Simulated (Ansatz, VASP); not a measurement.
TaN: VASP beside Ansatz

File INCAR:

```
SYSTEM = TaN
  PREC = Accurate
  ENCUT = 520
  EDIFF = 1E-7
  ISMEAR = 0
  SIGMA = 0.15
  LREAL = .False.
  LASPH = .True.
  NELM = 80
  ALGO = Normal
  ISIF = 2
  LWAVE = .False.
  LCHARG = .True.
  GGA = PS
  LELF = .True.
  LVHAR = .True.
  NBANDS = 15
```

The input KPOINTS:

```
regular mesh
0
Gamma
  18 18 16
  0 0 0
```

The input POSCAR:

```
TaN
1.0
    2.9379988584      0.0000000000      0.0000000000
   -1.4689994292      2.5443816477      0.0000000000
    0.0000000000      0.0000000000      2.8830000000
Ta N
1 1
Direct
    0.3333333333      0.6666666667      0.5000000000
   -0.0569446310     -0.0416863631     -0.0520291363
```

Input for Ansatz:

```yaml
crystal:
  lattice:
    - [2.9379988584, 0.0, 0.0]
    - [-1.4689994292, 2.5443816477, 0.0]
    - [0.0, 0.0, 2.883]
  atoms:
    - { symbol: Ta, position: [0.3333333333, 0.6666666667, 0.5] }
    - { symbol: "N", position: [-0.056944631, -0.0416863631, -0.0520291363] }
basis:
  ecutwfc: 420
kpoints:
  mp_grid: { grid: [18, 18, 16] }
hamiltonian:
  xc: pbesol
scf:
  occupations: { method: gaussian, width: 0.15 }
output:
  forces: true
  stress: true
  eigenvalues: true
```

Alike in both runs: task single point; functional PBEsol; k mesh 18 × 18 × 16; occupations gaussian, width 0.15 eV; no spin polarisation.

```csv
,VASP,Ansatz
version,VASP 6.6.1,Ansatz 0.2.0
potentials or method,"VASP PAW PBE potentials, release 64 (Ta_pv, N), cutoff 520 eV","scalar-relativistic, plane waves, PAW"
valence electrons in the cell,16,18
```

|  | VASP | Ansatz | Ansatz less VASP |
| --- | --- | --- | --- |
| gap on the k mesh at the Fermi level (eV) | none | none | - |
| pressure (GPa) | 4.2 | 3.3 | -0.90 |
| traceless stress, the component that is largest in VASP (GPa) | 7.14 | 7.02 | -0.116 |
| rms of the force components (eV/Å) | 1.864 | 1.842 | -0.0215 |

VASP's potentials were made for PBE, not for PBEsol. Atom by atom the forces differ by 0.022 eV/Å (rms over components). A gap of «none» marks a metal or a gap that the smearing closes. With one functional, cell and mesh, what is left measures potentials, basis and numerics. VASP's potentials hold 16 valence electrons a cell and Ansatz's 18, so a difference there can come from the potentials and not from the codes.

Neither program's run includes spin-orbit coupling.
